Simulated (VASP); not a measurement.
# MgB2 (P6/mmm) in VASP: a series of runs

MgB2 is run at these levels: PBE; tasks: relaxation of shape and atoms at fixed volume, relaxation of cell and atoms.

All numbers are computed with VASP 6.6.1; they aren't measurements. Logs are shortened: lines on timing, memory, paths and dates and some standing lists are left out, and cuts for length are marked.

## 1. The cell of the first run

The structure is hexagonal, space group P6/mmm (No. 191). The conventional cell has a = 3.042 Å, b = 3.042 Å, c = 3.496 Å, α = 90.00°, β = 90.00°, γ = 120.00°. Mg (site symmetry 6/mmm) has 12 B at 2.48 Å and 6 Mg at 3.04 Å within 3.3 Å. Within 2.3 Å of B (site symmetry -6m2) lie 3 B at 1.76 Å.

## 2. Relaxation of shape and atoms at fixed volume, PBE

Contents of INCAR:

```
SYSTEM = MgB2
PREC     = Accurate       ! precision mode
ENCUT    = 600            ! plane-wave cutoff, eV
EDIFF    = 1E-6           ! SCF threshold, eV
ISMEAR   = 0              ! smearing method
SIGMA    = 0.1            ! smearing width, eV
LREAL    = .FALSE.        ! projectors in reciprocal space
LASPH    = .TRUE.         ! aspherical terms in the spheres
NELM     = 100            ! most SCF steps
ALGO     = Normal         ! electronic algorithm
ISIF     = 4              ! what is computed and relaxed
LWAVE    = .FALSE.        ! write WAVECAR
LCHARG   = .FALSE.        ! write CHGCAR
GGA      = PE             ! functional
IBRION   = 2              ! ionic algorithm
NSW      = 50             ! ionic steps
EDIFFG   = -0.01          ! ionic threshold
```

Contents of KPOINTS:

```
regular mesh
0
G
  15 15 12
  0 0 0
```

Contents of POSCAR:

```
MgB2
1.0
    3.0418569582      0.0000000000      0.0000000000
   -1.5209284791      2.6343254005      0.0000000000
    0.0000000000      0.0000000000      3.4963227232
Mg B
1 2
Direct
    0.0000000000      0.0000000000      0.0000000000
    0.3333333333      0.6666666667      0.5000000000
    0.6666666667      0.3333333333      0.5000000000
```

Potentials or basis: VASP PAW PBE potentials, release 64 (Mg, B).

Started as:

```
$ cat potpaw_PBE.64/Mg/POTCAR potpaw_PBE.64/B/POTCAR > POTCAR
$ mpirun -np 1 vasp_std > vasp.out
```

OUTCAR:

```text
SYSTEM = MgB2
   PREC = Accurate
   ENCUT = 600
   EDIFF = 1E-6
   ISMEAR = 0
   LREAL = .FALSE.
   LASPH = .TRUE.
   NELM = 100
   ISIF = 4
   GGA = PE
   IBRION = 2
   NSW = 50
   EDIFFG = -0.01

 ion  position               nearest neighbor table
   1  0.000  0.000  0.000-   2 2.48   3 2.48   2 2.48   3 2.48   3 2.48   3 2.48   2 2.48   2 2.48
                             3 2.48   3 2.48   2 2.48   2 2.48
   2  0.333  0.667  0.500-   3 1.76   3 1.76   3 1.76   1 2.48   1 2.48   1 2.48   1 2.48   1 2.48
                             1 2.48
   3  0.667  0.333  0.500-   2 1.76   2 1.76   2 1.76   1 2.48   1 2.48   1 2.48   1 2.48   1 2.48
                             1 2.48

  LATTYP: Found a hexagonal cell.
 ALAT       =     3.0418569582
 C/A-ratio  =     1.1494040552

  Lattice vectors:

 A1 = (   3.0418569582,   0.0000000000,   0.0000000000)
 A2 = (  -1.5209284791,   2.6343254005,   0.0000000000)
 A3 = (   0.0000000000,   0.0000000000,   3.4963227232)

Analysis of symmetry for initial positions (statically):
=====================================================================
 Subroutine PRICEL returns:
 Original cell was already a primitive cell.

 Routine SETGRP: Setting up the symmetry group for a
 hexagonal supercell.

 Subroutine GETGRP returns: Found 24 space group operations
 (whereof 24 operations were pure point group operations)
 out of a pool of 24 trial point group operations.

The static configuration has the point symmetry D_6h.

Analysis of symmetry for dynamics (positions and initial velocities):
=====================================================================
 Subroutine PRICEL returns:
 Original cell was already a primitive cell.

 Routine SETGRP: Setting up the symmetry group for a
 hexagonal supercell.

 Subroutine GETGRP returns: Found 24 space group operations
 (whereof 24 operations were pure point group operations)
 out of a pool of 24 trial point group operations.

The dynamic configuration has the point symmetry D_6h.

 Subroutine INISYM returns: Found 24 space group operations
 (whereof 24 operations are pure point group operations),
 and found     1 'primitive' translations

----------------------------------------------------------------------------------------

                                     Primitive cell

  volume of cell :      28.0169

  direct lattice vectors                    reciprocal lattice vectors
     3.041856958  0.000000000  0.000000000     0.328746556  0.189801913  0.000000000
    -1.520928479  2.634325400  0.000000000     0.000000000  0.379603826  0.000000000
     0.000000000  0.000000000  3.496322723     0.000000000  0.000000000  0.286014787

  length of vectors
     3.041856958  3.041856958  3.496322723     0.379603826  0.379603826  0.286014787

  position of ions in fractional coordinates (direct lattice)
     0.000000000  0.000000000  0.000000000
     0.333333333  0.666666667  0.500000000
     0.666666667  0.333333333  0.500000000

  ion indices of the primitive-cell ions
   primitive index   ion index
                 1           1
                 2           2
                 3           3

----------------------------------------------------------------------------------------

 KPOINTS: regular mesh

Automatic generation of k-mesh.
 Grid dimensions read from file:
 generate k-points for:   15   15   12

 Generating k-lattice:

  Cartesian coordinates                     Fractional coordinates (reciprocal lattice)
     0.021916437  0.012653461  0.000000000     0.066666667  0.000000000  0.000000000
     0.000000000  0.025306922  0.000000000     0.000000000  0.066666667  0.000000000
     0.000000000  0.000000000  0.023834566     0.000000000  0.000000000  0.083333333

  Length of vectors
     0.025306922  0.025306922  0.023834566

  Shift w.r.t. Gamma in fractional coordinates (k-lattice)
     0.000000000  0.000000000  0.000000000

 Subroutine IBZKPT returns following result:
 ===========================================

 Found    189 irreducible k-points:

 Following reciprocal coordinates:
            Coordinates               Weight
  0.000000  0.000000  0.000000      1.000000
  0.066667 -0.000000  0.000000      6.000000
  0.133333 -0.000000  0.000000      6.000000
  0.200000  0.000000  0.000000      6.000000
  0.266667 -0.000000  0.000000      6.000000
  0.333333 -0.000000  0.000000      6.000000
[... 16 lines left out ...]
  0.333333  0.200000  0.000000     12.000000
  0.400000  0.200000  0.000000      6.000000
 [... further k-points ...]
   k-points           NKPTS =    189   k-points in BZ     NKDIM =    189   number of bands    NBANDS=      8
   number of dos      NEDOS =    301   number of ions     NIONS =      3
   total plane-waves  NPLWV =  16128
   dimension x,y,z NGX =    24 NGY =   24 NGZ =   28
   dimension x,y,z NGXF=    48 NGYF=   48 NGZF=   56
   ions per type =               1   2
   NGX,Y,Z   is equivalent  to a cutoff of  13.12, 13.12, 13.31 a.u.
   NGXF,Y,Z  is equivalent  to a cutoff of  26.23, 26.23, 26.63 a.u.
 SYSTEM =  MgB2
   PREC   = accura    normal or accurate (medium, high low for compatibility)
   ISTART =      0    job   : 0-new  1-cont  2-samecut
   ICHARG =      2    charge: 1-file 2-atom 10-const
   ISPIN  =      1    spin polarized calculation?
   LNONCOLLINEAR =      F non collinear calculations
   LSORBIT =      F    spin-orbit coupling
   LASPH  =      T    aspherical Exc in radial PAW
   ENCUT  =  600.0 eV  44.10 Ry    6.64 a.u.   6.08  6.08  6.98*2*pi/ulx,y,z
   NELM   =    100;   NELMIN=  2; NELMDL= -5     # of ELM steps
   EDIFF  = 0.1E-05   stopping-criterion for ELM
   LREAL  =      F    real-space projection
   EDIFFG = -.1E-01   stopping-criterion for IOM
   NSW    =     50    number of steps for IOM
   IBRION =      2    ionic relax: 0-MD 1-quasi-New 2-CG
   NFREE  =      1    steps in history (QN), initial steepest desc. (CG)
   ISIF   =      4    stress and relaxation
   ISYM   =      2    0-nonsym 1-usesym 2-fastsym
   POTIM  = 0.5000    time-step for ionic-motion
   TEBEG  =    0.0;   TEEND  =   0.0 temperature during run
   PSTRESS=    0.0 pullay stress
   NELECT =       8.0000    total number of electrons
   NUPDOWN=      -1.0000    fix difference up-down
   EMIN   =  10.00;   EMAX   =-10.00  energy-range for DOS
   EFERMI =   0.00;   METHOD = LEGACY
   ISMEAR =     0;   SIGMA  =   0.10  broadening in eV -4-tet -1-fermi 0-gaus
   EFERMI_NEDOS =   21; number of points for ismear=-14 and -15
   IALGO  =     38    algorithm
   IMIX   =      4    mixing-type and parameters
     AMIX     =   0.40;   BMIX     =  1.00
     AMIX_MAG =   1.60;   BMIX_MAG =  1.00
  volume/ion in A,a.u.               =       9.34        63.02
  Fermi-wavevector in a.u.,A,eV,Ry     =   1.078032  2.037185 15.812047  1.162153
  Thomas-Fermi vector in A             =   2.213960
   LORBIT       =      0    0 simple, 1 ext, 2 COOP (PROOUT), +10 PAW based schemes
   GGA     = PE    functional components
   LHFCALC =     F    Hartree Fock is set to
   AEXX    =    0.0000 exact exchange contribution
   IVDW    =     0    specifies the selected vdW correction
   LEPSILON=     F    determine dielectric tensor
   LRPA    =     F    only Hartree local field effects (RPA)
 conjugate gradient relaxation of ions
 non-spin polarized calculation
 Gauss-broadening in eV      SIGMA  =   0.10
  energy-cutoff  :      600.00
  volume of cell :       28.02
 maximum number of plane-waves:       954
   NGX = 13   NGY = 13   NGZ = 13

--------------------------------------- Ionic step        1  -------------------------------------------

 number of electron       8.0000000 magnetization

 Free energy of the ion-electron system (eV)
  ---------------------------------------------------
  ext. energy  EPLUGINS =         0.00000000
  ---------------------------------------------------
  free energy    TOTEN  =       -15.31527024 eV

  energy without entropy =      -15.31178322  energy(sigma->0) =      -15.31352673

------------------------ aborting loop because EDIFF is reached ----------------------------------------

  FORCE on cell =-STRESS in cart. coord.  units (eV):
  Direction    XX          YY          ZZ          XY          YZ          ZX
  --------------------------------------------------------------------------------------
  -------------------------------------------------------------------------------------
  Total        0.9321665      0.9321665      0.5636881      0.0000000     -0.0000000     -0.0000000
  in kB       53.3070148     53.3070148     32.2351535      0.0000000     -0.0000000     -0.0000000
  external PRESSURE =      46.2830610 kB  Pullay stress =       0.0000000 kB
[... 59 lines left out ...]
  energy  without entropy=      -15.3121284743  energy(sigma->0) =      -15.31412438

--------------------------------------- Ionic step        3  -------------------------------------------

 number of electron       8.0000000 magnetization

 Free energy of the ion-electron system (eV)
  ---------------------------------------------------
  ext. energy  EPLUGINS =         0.00000000
  ---------------------------------------------------
  free energy    TOTEN  =       -15.31615493 eV

  energy without entropy =      -15.31204952  energy(sigma->0) =      -15.31410222

 E-fermi :   5.5078     XC(G=0): -11.0523

 val. band max:        5.4993427624   @ k =   0.1333  -0.0000   0.3333
 cond. band min:       5.5124806932   @ k =   0.0667  -0.0000   0.0833
 fundamental gap:      0.0131379308
 Fermi energy:         5.5077639569

 k-point     1 :       0.0000    0.0000    0.0000
  band No.  band energies     occupation
      1      -7.1142      2.00000
      2       2.5201      2.00000
      3       5.8934      0.00000
      4       5.8934      0.00000
      5       7.2796      0.00000
      6      11.9596      0.00000
      7      11.9596      0.00000
      8      13.9646      0.00000
[... 243 lines left out ...]
 k-point    24 :       0.4000    0.2000    0.0000
  band No.  band energies     occupation
      1      -2.6670      2.00000
      2      -2.0056      2.00000
      3       1.0113      2.00000
      4       6.3127      0.00000
      5       8.3154      0.00000
      6      11.3375      0.00000
      7      11.5770      0.00000
      8      13.9365      0.00000

 [... further k-points ...]

------------------------ aborting loop because EDIFF is reached ----------------------------------------

  FORCE on cell =-STRESS in cart. coord.  units (eV):
  Direction    XX          YY          ZZ          XY          YZ          ZX
  --------------------------------------------------------------------------------------
  -------------------------------------------------------------------------------------
  Total        0.7547725      0.7547725      0.7559967      0.0000000     -0.0000000     -0.0000000
  in kB       43.1625318     43.1625318     43.2325421      0.0000000     -0.0000000     -0.0000000
  external PRESSURE =      43.1858685 kB  Pullay stress =       0.0000000 kB
[... 18 lines left out ...]
  FREE ENERGIE OF THE ION-ELECTRON SYSTEM (eV)
  ---------------------------------------------------
  free  energy   TOTEN  =       -15.3161549267 eV

  energy  without entropy=      -15.3120495181  energy(sigma->0) =      -15.31410222

 reached required accuracy - stopping structural energy minimisation
```

Run time: 27 s. Hardware: 1 thread of Intel Xeon 6975P-C (Granite Rapids), shared host; peak memory 0.19 GiB.

Results:

| Quantity | Value |
| --- | --- |
| Free energy | -15.3162 eV |
| Energy gained by relaxing | 0.3 meV/atom |
| Ionic steps | 3 |
| Pressure after relaxing | 4.3 GPa |
| Band gap on the k mesh | zero (band 4 reaches 7.35 eV, above the bottom of band 5 at 3.45 eV) |

The path:
| step | energy change (eV) | largest force (eV/Å) | pressure (GPa) | volume (Å³) |
| --- | --- | --- | --- | --- |
| 1 | 0.0000 | 0.0000 | 4.63 | 28.02 |
| 2 | -0.0009 | 0.0000 | 4.38 | 28.02 |
| 3 | -0.0009 | 0.0000 | 4.32 | 28.02 |

Final structure:
```xyz
3
Lattice="3.0495 0.0000 0.0000 -1.5247 2.6409 0.0000 0.0000 0.0000 3.4789" Properties=species:S:1:pos:R:3 pbc="T T T"
Mg   -1.5247    2.6409    3.4789
B     0.0000    1.7606    1.7395
B     1.5247    0.8803    1.7395
```

Levels at points of the mesh, in eV from the Fermi level:
```csv
k point,band 1,band 2,band 3,band 4,band 5,band 6,band 7,band 8
"(0.00, 0.00, 0.00)",-12.62,-2.99,0.39,0.39,1.77,6.45,6.45,8.46
"(0.00, 0.00, 0.50)",-11.30,-7.58,0.78,0.78,6.77,6.77,8.16,10.30
```

## 3. Relaxation of cell and atoms, PBE

This run uses another cell than the first one, of 9.68 Å³/atom, 1.036 times its volume.

Contents of INCAR:

```
PREC     = Accurate       # precision mode
ENCUT    = 600            # plane-wave cutoff, eV
EDIFF    = 1E-6           # SCF threshold, eV
ISMEAR   = 0              # smearing method
SIGMA    = 0.1            # smearing width, eV
LREAL    = False          # projectors in reciprocal space
LASPH    = True           # aspherical terms in the spheres
NELM     = 80             # most SCF steps
ALGO     = Normal         # electronic algorithm
ISIF     = 3              # what is computed and relaxed
LWAVE    = False          # write WAVECAR
LCHARG   = False          # write CHGCAR
GGA      = PE             # functional
IBRION   = 2              # ionic algorithm
NSW      = 100            # ionic steps
EDIFFG   = -0.005         # ionic threshold
```

Contents of KPOINTS:

```
regular mesh
0
Gamma
  15 15 12
```

Contents of POSCAR:

```
MgB2
1.0
    3.0850000000      0.0000000000      0.0000000000
   -1.5425000000      2.6716883707      0.0000000000
    0.0000000000      0.0000000000      3.5230000000
Mg B
1 2
Direct
    0.0000000000      0.0000000000      0.0000000000
    0.3333333333      0.6666666667      0.5000000000
    0.6666666667      0.3333333333      0.5000000000
```

Potentials or basis: VASP PAW PBE potentials, release 64 (Mg, B).

Started as:

```
$ cat potpaw_PBE.64/Mg/POTCAR potpaw_PBE.64/B/POTCAR > POTCAR
$ mpirun -np 1 vasp_std > vasp.out
```

OUTCAR:

```text
PREC = Accurate
   ENCUT = 600
   EDIFF = 1E-6
   ISMEAR = 0
   LREAL = False
   LASPH = True
   NELM = 80
   ISIF = 3
   GGA = PE
   IBRION = 2
   NSW = 100
   EDIFFG = -0.005

 ion  position               nearest neighbor table
   1  0.000  0.000  0.000-   2 2.51   3 2.51   2 2.51   3 2.51   3 2.51   3 2.51   2 2.51   2 2.51
                             3 2.51   3 2.51   2 2.51   2 2.51
   2  0.333  0.667  0.500-   3 1.78   3 1.78   3 1.78   1 2.51   1 2.51   1 2.51   1 2.51   1 2.51
                             1 2.51
   3  0.667  0.333  0.500-   2 1.78   2 1.78   2 1.78   1 2.51   1 2.51   1 2.51   1 2.51   1 2.51
                             1 2.51

  LATTYP: Found a hexagonal cell.
 ALAT       =     3.0850000000
 C/A-ratio  =     1.1419773096

  Lattice vectors:

 A1 = (   3.0850000000,   0.0000000000,   0.0000000000)
 A2 = (  -1.5425000000,   2.6716883707,   0.0000000000)
[... 343 lines left out ...]
 Fermi energy:         5.3053951075

 k-point     1 :       0.0000    0.0000    0.0000
  band No.  band energies     occupation
      1      -7.1476      2.00000
      2       2.3100      2.00000
      3       5.7045      0.00000
      4       5.7045      0.00000
      5       6.9001      0.00000
      6      11.7007      0.00000
      7      11.7007      0.00000
      8      13.5595      0.00000
[... 243 lines left out ...]
 k-point    24 :       0.4000    0.2000    0.0000
  band No.  band energies     occupation
      1      -2.7713      2.00000
      2      -2.0909      2.00000
      3       0.8966      2.00000
      4       6.0728      0.00000
      5       8.0342      0.00000
      6      10.9244      0.00000
      7      11.2699      0.00000
      8      13.4319      0.00000

 [... further k-points ...]

------------------------ aborting loop because EDIFF is reached ----------------------------------------

  FORCE on cell =-STRESS in cart. coord.  units (eV):
  Direction    XX          YY          ZZ          XY          YZ          ZX
  --------------------------------------------------------------------------------------
  -------------------------------------------------------------------------------------
  Total        0.0024853      0.0024853     -0.0009686     -0.0000000      0.0000000      0.0000000
  in kB        0.1381485      0.1381485     -0.0538421     -0.0000000      0.0000000      0.0000000
  external PRESSURE =       0.0741516 kB  Pullay stress =       0.0000000 kB
[... 18 lines left out ...]
  FREE ENERGIE OF THE ION-ELECTRON SYSTEM (eV)
  ---------------------------------------------------
  free  energy   TOTEN  =       -15.3272696130 eV

  energy  without entropy=      -15.3234736183  energy(sigma->0) =      -15.32537162

 reached required accuracy - stopping structural energy minimisation
```

Wall time 49 s (1 thread of Intel Xeon 6975P-C (Granite Rapids), shared host); peak memory 0.21 GiB.

Results:

- Free energy: -15.3273 eV
- Relaxed volume: 9.61 Å³/atom
- Relaxed cell: a = 3.072 Å, b = 3.072 Å, c = 3.527 Å, α = 90.00°, β = 90.00°, γ = 120.00°
- Space group after relaxing (to 0.05 Å): P6/mmm (No. 191)
- Energy gained by relaxing: 0.5 meV/atom
- Ionic steps: 5
- Pressure after relaxing: 0.0 GPa
- Band gap on the k mesh: zero (band 4 reaches 7.09 eV, above the bottom of band 5 at 3.31 eV)

Step by step:
| step | energy change (eV) | largest force (eV/Å) | pressure (GPa) | volume (Å³) |
| --- | --- | --- | --- | --- |
| 1 | 0.0000 | 0.0000 | -1.33 | 29.04 |
| 2 | -0.0013 | 0.0000 | 0.65 | 28.70 |
| 3 | -0.0015 | 0.0000 | 0.11 | 28.79 |
| 4 | -0.0015 | 0.0000 | 0.05 | 28.81 |
| 5 | -0.0015 | 0.0000 | 0.01 | 28.82 |

Final structure:
```yaml
crystal:
  lattice:
    - [3.07178, 0.00000, 0.00000]
    - [-1.53589, 2.66024, 0.00000]
    - [0.00000, 0.00000, 3.52725]
  atoms:
    - { symbol: Mg, position: [0.00000, 0.00000, 0.00000] }
    - { symbol: B, position: [0.33333, 0.66667, 0.50000] }
    - { symbol: B, position: [0.66667, 0.33333, 0.50000] }
```

Levels at points of the mesh, in eV from the Fermi level:
```tsv
k point	band 1	band 2	band 3	band 4	band 5	band 6	band 7	band 8
(0.00, 0.00, 0.00)	-12.45	-3.00	0.40	0.40	1.59	6.40	6.40	8.25
(0.00, 0.00, 0.50)	-11.19	-7.46	0.77	0.77	6.71	6.71	8.06	9.89
```
